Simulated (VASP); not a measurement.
Crystal: SrOs.

```xyz
2
Lattice="3.6004 0.0000 0.0000 0.0000 3.6004 0.0000 0.0000 0.0000 3.6004" Properties=species:S:1:pos:R:3 pbc="T T T"
Sr    0.0000    0.0000    0.0000
Os    1.8002    1.8002    1.8002
```

Base run:

```yaml
Program: VASP 6.6.1
Functional: r2SCAN
Potentials_or_basis: VASP PAW PBE potentials, release 64 (Sr_sv, Os)
Cutoff: 520 eV
k_mesh: 10 × 10 × 10
Occupations: gaussian, width 0.05 eV
Spin: no spin polarisation
```

Its results: band gap on the k mesh zero (bands 9 and 10 overlap by 1.86 eV); pressure -0.5 GPa.

Question: The run is repeated on the same cell with these changes: functional from r2SCAN to PBEsol. What comes out?

Answer: Band gap on the k mesh zero (bands 9 and 10 overlap by 1.60 eV); pressure -3.8 GPa.

Caveats: the PAW data sets were made with another functional, which shifts forces and pressure a little; spin-orbit coupling is left out, which moves the levels of the heavy elements; the cell stands under tension (at least some runs).
